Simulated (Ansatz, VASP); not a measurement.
**One calculation of AlN, two programs**

```xyz
8
Lattice="-3.1302 0.0000 0.0000 -1.5651 -2.7109 0.0000 0.0000 0.0000 10.7860" Properties=species:S:1:pos:R:3 pbc="T T T"
Al   -1.5651   -0.9036    6.5697
Al   -1.5651   -0.9036    1.5517
Al   -3.1302   -1.8072    9.0787
Al   -3.1302   -1.8072    4.0607
N    -1.5651   -0.9036    8.4843
N    -1.5651   -0.9036    3.4663
N    -3.1302   -1.8072    0.9573
N    -3.1302   -1.8072    5.9753
```

Alike in both runs: task single point; functional PBE; k mesh 8 × 8 × 3; occupations gaussian, width 0.05 eV; no spin polarisation.

|  | VASP | Ansatz |
| --- | --- | --- |
| version | VASP 6.6.1 | Ansatz 0.2.0 |
| potentials or method | VASP PAW PBE potentials, release 64 (Al, N), cutoff 520 eV | scalar-relativistic, plane waves, PAW |
| valence electrons in the cell | 32 | 32 |

```csv
,VASP,Ansatz,Ansatz less VASP
gap on the k mesh at the Fermi level (eV),1.77,1.75,-0.012
least direct gap on the mesh (eV),1.77,1.75,-0.012
pressure (GPa),-4.6,-4.3,+0.25
"traceless stress, the component that is largest in VASP (GPa)",-6.64,-6.62,+0.023
rms of the force components (eV/Å),0.633,0.637,+0.0041
```

Atom by atom the forces differ by 0.005 eV/Å (rms over components).
